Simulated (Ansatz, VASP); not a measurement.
As: VASP beside Ansatz

```
CELL_PARAMETERS angstrom
-1.61904 1.61904 1.61904
1.61904 -1.61904 1.61904
1.61904 1.61904 -1.61904
ATOMIC_POSITIONS crystal
As 0.00000 0.00000 0.00000
```

Change from the starting cell: volume scaled by 0.95, LAPW.

Alike in both runs: task single point; functional LDA; k mesh 18 × 18 × 18; occupations fermi-dirac, width 0.08 eV; no spin polarisation.

|  | VASP | Ansatz |
| --- | --- | --- |
| version | VASP 6.6.1 | Ansatz 0.2.0 |
| potentials or method | VASP PAW LDA potentials, release 64 (As), cutoff 520 eV | all-electron LAPW, scalar-relativistic |

Ansatz gave:

```
pressure (GPa) : 5.7
```

Estimate VASP's values.

pressure (GPa): 6.1.

LDA's correlation is that of Perdew and Zunger in VASP and of Perdew and Wang (1992) in Ansatz. Ansatz ran all-electron here, and VASP with PAW potentials.
